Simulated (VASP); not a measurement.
# Sr in VASP: notebook

The runs below take Sr through single point, with PBEsol.

Program: VASP 6.6.1. These are calculated values, not measurements. Logs are shortened: lines on timing, memory, paths and dates and some standing lists are left out, and cuts for length are marked.

**1. The cell of the first run**

It takes space group P-62m (No. 189, hexagonal). Conventional cell: a = 7.066 Å, b = 7.066 Å, c = 3.817 Å, α = 90.00°, β = 90.00°, γ = 120.00°. Within 5.0 Å of Sr (site symmetry m2m) lie 8 Sr at 3.82 to 4.09 Å.

This isn't the form of Sr at room conditions, which is fcc.

**2. Single point, PBEsol**

INCAR reads:

```
SYSTEM = Sr
ALGO     = Normal         ! electronic algorithm
EDIFF    = 1E-6           ! SCF threshold, eV
ENCUT    = 520            ! plane-wave cutoff, eV
GGA      = PS             ! functional
ISIF     = 2              ! what is computed and relaxed
ISMEAR   = 0              ! smearing method
LASPH    = .True.         ! aspherical terms in the spheres
LCHARG   = .True.         ! write CHGCAR
LELF     = .True.         ! ELF
LREAL    = .False.        ! projectors in reciprocal space
LVHAR    = .True.       
LWAVE    = .False.        ! write WAVECAR
NBANDS   = 22             ! bands
NELM     = 80             ! most SCF steps
PREC     = Accurate       ! precision mode
SIGMA    = 0.1            ! smearing width, eV
```

KPOINTS reads:

```
k-points
0
Gamma
  5 5 8
  0 0 0
```

POSCAR reads:

```
Sr
1.0
    7.0659520000      0.0000000000      0.0000000000
   -3.5329760000      6.1192940000      0.0000000000
    0.0000000000      0.0000000000      3.8166330000
Sr
3
Direct
    0.0000000000      0.6657830000      0.0000000000
    0.3342170000      0.3342170000      0.0000000000
    0.6657830000      0.0000000000      0.0000000000
```

Potentials or basis: VASP PAW PBE potentials, release 64 (Sr_sv).

The run is started by

```
$ cat potpaw_PBE.64/Sr_sv/POTCAR > POTCAR
$ mpirun -np 1 vasp_std > vasp.out
```

OUTCAR:

```text
SYSTEM = Sr
   EDIFF = 1E-6
   ENCUT = 520
   GGA = PS
   ISIF = 2
   ISMEAR = 0
   LASPH = .True.
   LREAL = .False.
   NELM = 80
   PREC = Accurate

 ion  position               nearest neighbor table
   1  0.000  0.666  0.000-   2 4.07   2 4.07   3 4.07   3 4.07   3 4.09   2 4.09
   2  0.334  0.334  0.000-   1 4.07   1 4.07   3 4.07   3 4.07   3 4.09   1 4.09
   3  0.666  0.000  0.000-   2 4.07   1 4.07   2 4.07   1 4.07   1 4.09   2 4.09

  LATTYP: Found a hexagonal cell.
 ALAT       =     7.0659520000
 C/A-ratio  =     0.5401442014

  Lattice vectors:

 A1 = (   7.0659520000,   0.0000000000,   0.0000000000)
 A2 = (  -3.5329760000,   6.1192940000,   0.0000000000)
 A3 = (   0.0000000000,   0.0000000000,   3.8166330000)

Analysis of symmetry for initial positions (statically):
=====================================================================
 Subroutine PRICEL returns:
 Original cell was already a primitive cell.

 Routine SETGRP: Setting up the symmetry group for a
 hexagonal supercell.

 Subroutine GETGRP returns: Found 12 space group operations
 (whereof 12 operations were pure point group operations)
 out of a pool of 24 trial point group operations.

The static configuration has the point symmetry D_3h.

Analysis of symmetry for dynamics (positions and initial velocities):
=====================================================================
 Subroutine PRICEL returns:
 Original cell was already a primitive cell.

 Routine SETGRP: Setting up the symmetry group for a
 hexagonal supercell.

 Subroutine GETGRP returns: Found 12 space group operations
 (whereof 12 operations were pure point group operations)
 out of a pool of 24 trial point group operations.

The dynamic configuration has the point symmetry D_3h.

 Subroutine INISYM returns: Found 12 space group operations
 (whereof 12 operations are pure point group operations),
 and found     1 'primitive' translations

----------------------------------------------------------------------------------------

                                     Primitive cell

  volume of cell :     165.0260

  direct lattice vectors                    reciprocal lattice vectors
     7.065952000  0.000000000  0.000000000     0.141523747  0.081708772  0.000000000
    -3.532976000  6.119294000  0.000000000     0.000000000  0.163417545  0.000000000
     0.000000000  0.000000000  3.816633000     0.000000000  0.000000000  0.262011045

  length of vectors
     7.065952000  7.065952057  3.816633000     0.163417546  0.163417545  0.262011045

  position of ions in fractional coordinates (direct lattice)
     0.000000000  0.665783000  0.000000000
     0.334217000  0.334217000  0.000000000
     0.665783000  0.000000000  0.000000000

  ion indices of the primitive-cell ions
   primitive index   ion index
                 1           1
                 2           2
                 3           3

----------------------------------------------------------------------------------------

 KPOINTS: k-points

Automatic generation of k-mesh.
 Grid dimensions read from file:
 generate k-points for:    5    5    8

 Generating k-lattice:

  Cartesian coordinates                     Fractional coordinates (reciprocal lattice)
     0.028304749  0.016341754  0.000000000     0.200000000  0.000000000  0.000000000
     0.000000000  0.032683509  0.000000000     0.000000000  0.200000000  0.000000000
     0.000000000  0.000000000  0.032751381     0.000000000  0.000000000  0.125000000

  Length of vectors
     0.032683509  0.032683509  0.032751381

  Shift w.r.t. Gamma in fractional coordinates (k-lattice)
     0.000000000  0.000000000  0.000000000

 Subroutine IBZKPT returns following result:
 ===========================================

 Found     25 irreducible k-points:

 Following reciprocal coordinates:
            Coordinates               Weight
  0.000000  0.000000  0.000000      1.000000
  0.200000  0.000000  0.000000      6.000000
  0.400000 -0.000000  0.000000      6.000000
  0.200000  0.200000  0.000000      6.000000
  0.400000  0.200000  0.000000      6.000000
  0.000000  0.000000  0.125000      2.000000
[... 16 lines left out ...]
  0.400000 -0.000000  0.500000      6.000000
  0.200000  0.200000  0.500000      6.000000
   k-points           NKPTS =     25   k-points in BZ     NKDIM =     25   number of bands    NBANDS=     22
   number of dos      NEDOS =    301   number of ions     NIONS =      3
   total plane-waves  NPLWV =  81648
   dimension x,y,z NGX =    54 NGY =   54 NGZ =   28
   dimension x,y,z NGXF=   108 NGYF=  108 NGZF=   56
   ions per type =               3
   NGX,Y,Z   is equivalent  to a cutoff of  12.70, 12.70, 12.20 a.u.
   NGXF,Y,Z  is equivalent  to a cutoff of  25.41, 25.41, 24.39 a.u.
 SYSTEM =  Sr
   PREC   = accura    normal or accurate (medium, high low for compatibility)
   ISTART =      0    job   : 0-new  1-cont  2-samecut
   ICHARG =      2    charge: 1-file 2-atom 10-const
   ISPIN  =      1    spin polarized calculation?
   LNONCOLLINEAR =      F non collinear calculations
   LSORBIT =      F    spin-orbit coupling
   LASPH  =      T    aspherical Exc in radial PAW
   ENCUT  =  520.0 eV  38.22 Ry    6.18 a.u.  13.14 13.14  7.10*2*pi/ulx,y,z
   NELM   =     80;   NELMIN=  2; NELMDL= -5     # of ELM steps
   EDIFF  = 0.1E-05   stopping-criterion for ELM
   LREAL  =      F    real-space projection
   EDIFFG = 0.1E-04   stopping-criterion for IOM
   NSW    =      0    number of steps for IOM
   IBRION =     -1    ionic relax: 0-MD 1-quasi-New 2-CG
   NFREE  =      0    steps in history (QN), initial steepest desc. (CG)
   ISIF   =      2    stress and relaxation
   ISYM   =      2    0-nonsym 1-usesym 2-fastsym
   POTIM  = 0.5000    time-step for ionic-motion
   TEBEG  =    0.0;   TEEND  =   0.0 temperature during run
   PSTRESS=    0.0 pullay stress
   NELECT =      30.0000    total number of electrons
   NUPDOWN=      -1.0000    fix difference up-down
   EMIN   =  10.00;   EMAX   =-10.00  energy-range for DOS
   EFERMI =   0.00;   METHOD = LEGACY
   ISMEAR =     0;   SIGMA  =   0.10  broadening in eV -4-tet -1-fermi 0-gaus
   EFERMI_NEDOS =   21; number of points for ismear=-14 and -15
   IALGO  =     38    algorithm
   IMIX   =      4    mixing-type and parameters
     AMIX     =   0.40;   BMIX     =  1.00
     AMIX_MAG =   1.60;   BMIX_MAG =  1.00
  volume/ion in A,a.u.               =      55.01       371.22
  Fermi-wavevector in a.u.,A,eV,Ry     =   0.927394  1.752521 11.701831  0.860060
  Thomas-Fermi vector in A             =   2.053459
   LORBIT       =      0    0 simple, 1 ext, 2 COOP (PROOUT), +10 PAW based schemes
   GGA     = PS    functional components
   LHFCALC =     F    Hartree Fock is set to
   AEXX    =    0.0000 exact exchange contribution
   IVDW    =     0    specifies the selected vdW correction
   LEPSILON=     F    determine dielectric tensor
   LRPA    =     F    only Hartree local field effects (RPA)
 non-spin polarized calculation
 Gauss-broadening in eV      SIGMA  =   0.10
  energy-cutoff  :      520.00
  volume of cell :      165.03
 maximum number of plane-waves:      4480
 NGX is ok and might be reduce to    54
   NGX = 27   NGY = 27   NGZ = 15

 number of electron      30.0000000 magnetization

 Free energy of the ion-electron system (eV)
  ---------------------------------------------------
  ext. energy  EPLUGINS =         0.00000000
  ---------------------------------------------------
  free energy    TOTEN  =        -4.85111993 eV

  energy without entropy =       -4.82961653  energy(sigma->0) =       -4.84036823

 E-fermi :   1.4045     XC(G=0):  -7.4223

 val. band max:        1.3946925365   @ k =   0.2000   0.0000   0.5000
 cond. band min:       1.4060222939   @ k =   0.2000   0.0000   0.3750
 fundamental gap:      0.0113297574
 Fermi energy:         1.4045257245

 k-point     1 :       0.0000    0.0000    0.0000
  band No.  band energies     occupation
      1     -35.2146      2.00000
      2     -35.1950      2.00000
      3     -35.1950      2.00000
      4     -17.2713      2.00000
      5     -17.2692      2.00000
      6     -17.2692      2.00000
[... 14 lines left out ...]
     21       3.7522      0.00000
     22       3.7522      0.00000

 k-point     2 :       0.2000    0.0000    0.0000
  band No.  band energies     occupation
      1     -35.2124      2.00000
      2     -35.1964      2.00000
      3     -35.1958      2.00000
      4     -17.3129      2.00000
      5     -17.2974      2.00000
      6     -17.2180      2.00000
[... 14 lines left out ...]
     21       3.3822      0.00000
     22       3.9557      0.00000

 k-point     3 :       0.4000   -0.0000    0.0000
  band No.  band energies     occupation
      1     -35.2069      2.00000
      2     -35.2007      2.00000
      3     -35.1970      2.00000
      4     -17.3379      2.00000
      5     -17.2725      2.00000
      6     -17.2047      2.00000
[... 14 lines left out ...]
     21       2.6787      0.00000
     22       4.5324      0.00000

 k-point     4 :       0.2000    0.2000    0.0000
  band No.  band energies     occupation
      1     -35.2086      2.00000
      2     -35.1981      2.00000
      3     -35.1980      2.00000
      4     -17.3114      2.00000
      5     -17.3098      2.00000
      6     -17.1868      2.00000
[... 14 lines left out ...]
     21       2.8709      0.00000
     22       4.3533      0.00000

 k-point     5 :       0.4000    0.2000    0.0000
  band No.  band energies     occupation
      1     -35.2030      2.00000
      2     -35.2028      2.00000
      3     -35.1988      2.00000
      4     -17.3190      2.00000
      5     -17.2617      2.00000
      6     -17.2602      2.00000
[... 417 lines left out ...]
 k-point    22 :       0.2000    0.0000    0.5000
  band No.  band energies     occupation
      1     -35.1923      2.00000
      2     -35.1767      2.00000
      3     -35.1761      2.00000
      4     -17.3677      2.00000
      5     -17.3301      2.00000
      6     -17.3288      2.00000
[... 14 lines left out ...]
     21       2.9361      0.00000
     22       3.5208      0.00000

 k-point    23 :       0.4000   -0.0000    0.5000
  band No.  band energies     occupation
      1     -35.1869      2.00000
      2     -35.1809      2.00000
      3     -35.1773      2.00000
      4     -17.3548      2.00000
      5     -17.3402      2.00000
      6     -17.3315      2.00000
[... 14 lines left out ...]
     21       3.4723      0.00000
     22       3.5834      0.00000

 k-point    24 :       0.2000    0.2000    0.5000
  band No.  band energies     occupation
      1     -35.1886      2.00000
      2     -35.1783      2.00000
      3     -35.1782      2.00000
      4     -17.3587      2.00000
      5     -17.3340      2.00000
      6     -17.3338      2.00000
[... 14 lines left out ...]
     21       3.3878      0.00000
     22       3.3903      0.00000

 [... further k-points ...]
[... 5 lines left out ...]
  --------------------------------------------------------------------------------------
  -------------------------------------------------------------------------------------
  Total       -0.6731942     -0.6731942     -0.4775093      0.0000000      0.0000000      0.0000000
  in kB       -6.5357964     -6.5357965     -4.6359638      0.0000000      0.0000000      0.0000000
  external PRESSURE =      -5.9025189 kB  Pullay stress =       0.0000000 kB

 VOLUME and BASIS-vectors are now :
 -----------------------------------------------------------------------------
  energy-cutoff  :      520.00
  volume of cell :      165.03
      direct lattice vectors                 reciprocal lattice vectors
     7.065952000  0.000000000  0.000000000     0.141523747  0.081708772  0.000000000
    -3.532976000  6.119294000  0.000000000     0.000000000  0.163417545  0.000000000
     0.000000000  0.000000000  3.816633000     0.000000000  0.000000000  0.262011045

 POSITION                                       TOTAL-FORCE (eV/Angst)
 -----------------------------------------------------------------------------------
     -2.35220      4.07412      0.00000        -0.006683      0.011575     -0.000000
      1.18078      2.04517      0.00000        -0.006683     -0.011575      0.000000
      4.70439      0.00000      0.00000         0.013366      0.000000     -0.000000
 -----------------------------------------------------------------------------------
    total drift:                                0.000000      0.000000     -0.000000

  FREE ENERGIE OF THE ION-ELECTRON SYSTEM (eV)
  ---------------------------------------------------
  free  energy   TOTEN  =        -4.8511199280 eV

  energy  without entropy=       -4.8296165301  energy(sigma->0) =       -4.84036823
```

Run time: 47 s. Hardware: 1 thread of Intel Xeon Platinum 8559C (Emerald Rapids), shared host; peak memory 0.28 GiB.

What came out:

```yaml
Free_energy: -4.8511 eV
Pressure: -0.6 GPa
Largest_force: 0.013 eV/Å
Band_gap_on_the_k_mesh: zero (bands 15 and 16 overlap by 0.71 eV)
```

Forces on the atoms (eV/Å):
```
Sr  -0.007  0.012  0.000
Sr  -0.007 -0.012  0.000
Sr   0.013  0.000  0.000
```

Levels at points of the mesh, in eV from the Fermi level:
```csv
k point,band 12,band 13,band 14,band 15,band 16,band 17,band 18,band 19
"(0.00, 0.00, 0.00)",-18.44,-3.54,0.12,0.12,0.12,0.12,0.26,0.26
"(0.00, 0.00, 0.50)",-18.48,-1.38,-0.20,0.47,0.48,0.48,0.49,1.70
```

Caveat: the PAW data sets were made with another functional, which shifts forces and pressure a little.

**3. Single point, PBEsol**

INCAR reads:

```
PREC = Accurate
ENCUT = 520
EDIFF = 1E-6
ISMEAR = 0
SIGMA = 0.1
LREAL = F
LASPH = T
NELM = 60
ALGO = Normal
ISIF = 2
LWAVE = F
LCHARG = T
GGA = PS
LELF = T
LVHAR = T
NBANDS = 22
```

KPOINTS reads:

```
Automatic mesh
0
Gamma
  5 5 8
```

Changes to POSCAR since step 2:

```diff
@@ -8,3 +8,3 @@
 Direct
-    0.0000000000      0.6657830000      0.0000000000
+    0.0000000000      0.6657830000     -0.0052402209
     0.3342170000      0.3342170000      0.0000000000
```

Potentials or basis: VASP PAW PBE potentials, release 64 (Sr_sv).

The run is started by

```
$ cat potpaw_PBE.64/Sr_sv/POTCAR > POTCAR
$ mpirun -np 1 vasp_std > vasp.out
```

Run time: 1.8 min. Hardware: 1 thread of Intel Xeon Platinum 8559C (Emerald Rapids), shared host; peak memory 0.37 GiB.

It converged, with:

```yaml
Free_energy: -4.8512 eV
Pressure: -0.6 GPa
Largest_force: 0.018 eV/Å
Band_gap_on_the_k_mesh: zero (bands 15 and 16 overlap by 0.71 eV)
```

Forces in eV/Å, atoms in the order of the input:
```
Sr  -0.007  0.012 -0.011
Sr  -0.007 -0.012  0.006
Sr   0.013  0.000  0.006
```

Stress tensor (GPa, compression positive):
```
-0.65  0.00  0.00
 0.00 -0.65  0.00
 0.00  0.00 -0.46
```

Levels at points of the mesh, in eV from the Fermi level:
```csv
k point,band 13,band 14,band 15,band 16,band 17,band 18
"(0.00, 0.00, 0.00)",-3.54,0.12,0.12,0.12,0.12,0.26
"(0.00, 0.00, 0.50)",-1.38,-0.20,0.47,0.48,0.48,0.49
```

Caveat: the PAW data sets were made with another functional, which shifts forces and pressure a little.

**4. Single point, PBEsol**

INCAR reads:

```
ALGO = Normal
EDIFF = 1E-7
ENCUT = 520
GGA = PS
ISIF = 2
ISMEAR = 0
LASPH = True
LCHARG = False
LREAL = False
LWAVE = False
NBANDS = 22
NELM = 80
PREC = Accurate
SIGMA = 0.1
```

KPOINTS reads:

```
k-points
0
Gamma
  5 5 8
```

Changes to POSCAR since step 3:

```diff
@@ -8,3 +8,3 @@
 Direct
-    0.0000000000      0.6657830000     -0.0052402209
+    0.0000000000      0.6657830000     -0.0026201104
     0.3342170000      0.3342170000      0.0000000000
```

The run is started by

```
$ cat potpaw_PBE.64/Sr_sv/POTCAR > POTCAR
$ mpirun -np 1 vasp_std > vasp.out
```

It took 2.3 min on 1 thread of Intel Xeon Platinum 8559C (Emerald Rapids), shared host; peak memory 0.36 GiB.

It converged, with:

```yaml
Free_energy: -4.8511 eV
Pressure: -0.6 GPa
Largest_force: 0.014 eV/Å
Band_gap_on_the_k_mesh: zero (bands 15 and 16 overlap by 0.71 eV)
```

Forces in eV/Å, atoms in the order of the input:
```
Sr  -0.007  0.012 -0.006
Sr  -0.007 -0.012  0.003
Sr   0.013  0.000  0.003
```

Stress tensor (GPa, compression positive):
```
-0.65  0.00  0.00
 0.00 -0.65  0.00
 0.00  0.00 -0.46
```

Levels at points of the mesh, in eV from the Fermi level:
| k point | band 12 | band 13 | band 14 | band 15 | band 16 | band 17 | band 18 | band 19 |
| --- | --- | --- | --- | --- | --- | --- | --- | --- |
| (0.00, 0.00, 0.00) | -18.44 | -3.54 | 0.12 | 0.12 | 0.12 | 0.12 | 0.26 | 0.26 |
| (0.00, 0.00, 0.50) | -18.48 | -1.38 | -0.20 | 0.47 | 0.48 | 0.48 | 0.49 | 1.70 |

Caveat: the PAW data sets were made with another functional, which shifts forces and pressure a little.

**5. Summary**

```csv
cell,gap on the mesh (eV),pressure (GPa),largest force (eV/Å)
"as given, atomic positions A",none,-0.6,0.01
"as given, atomic positions B",none,-0.6,0.02
"as given, atomic positions C",none,-0.6,0.01
```

Alike in all rows: task single point; level PBEsol; potentials or basis VASP PAW PBE potentials, release 64 (Sr_sv); no spin polarisation; k mesh 5 × 5 × 8; cutoff (eV) 520; smearing gaussian 0.1 eV.

Caveats: the PAW data sets were made with another functional, which shifts forces and pressure a little.

Total energies depend on the potentials used, so only differences within one code and one set of settings carry meaning.
